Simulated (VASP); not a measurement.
Crystal: SnH.

```
Sn H
1.0
     2.86961    0.00000    0.00000
     0.00000    2.86961    0.00000
     0.00000    0.00000    3.85381
Sn H
1 1
Direct
  0.00000 0.00000 0.00000
  0.50000 0.50000 0.50000
```

The cell was generated, and may not be a known phase.

- Program: VASP 6.6.1
- Task: relaxation of cell and atoms
- Functional: PBE
- Potentials or basis: VASP PAW PBE potentials, release 64 (Sn_d, H)
- Cutoff: 600 eV
- k mesh: 6 × 6 × 4
- Occupations: gaussian, width 0.1 eV
- Spin: no spin polarisation

At the start: pressure 4.6 GPa; volume 15.87 Å³/atom.

Task: Where does the relaxation end?

Result: Over 8 steps the energy falls by 138.7 meV/atom and the volume is 15.61 Å³/atom (-1.7 %); space group P4/mmm (No. 123, to 0.1 Å) before and after.

Step by step:
| step | energy change (eV) | largest force (eV/Å) | pressure (GPa) | volume (Å³) |
| --- | --- | --- | --- | --- |
| 1 | 0.0000 | 0.0000 | 4.60 | 31.73 |
| 2 | -0.1893 | 0.0000 | -1.69 | 33.77 |
| 3 | -0.2114 | 0.0000 | -3.51 | 34.57 |
| 4 | -0.2594 | 0.0000 | -2.32 | 32.90 |
| 5 | -0.2236 | 0.0000 | 2.78 | 29.58 |
| 6 | -0.2755 | 0.0000 | -0.98 | 31.76 |
| 7 | -0.2756 | 0.0000 | -0.78 | 31.62 |
| 8 | -0.2773 | 0.0000 | 0.05 | 31.21 |

Final structure:
```
Sn H
1.0
     3.04616    0.00000    0.00000
     0.00000    3.04616    0.00000
     0.00000    0.00000    3.36352
Sn H
1 1
Direct
  0.00000 0.00000 0.00000
  0.50000 0.50000 0.50000
```

Caveat: the k points lie up to 0.47 Å⁻¹ apart in the final cell, too coarse for converged energies and pressures of a metal; an odd number of electrons without spin polarisation forces a metal; a magnetic or distorted state may lie lower.
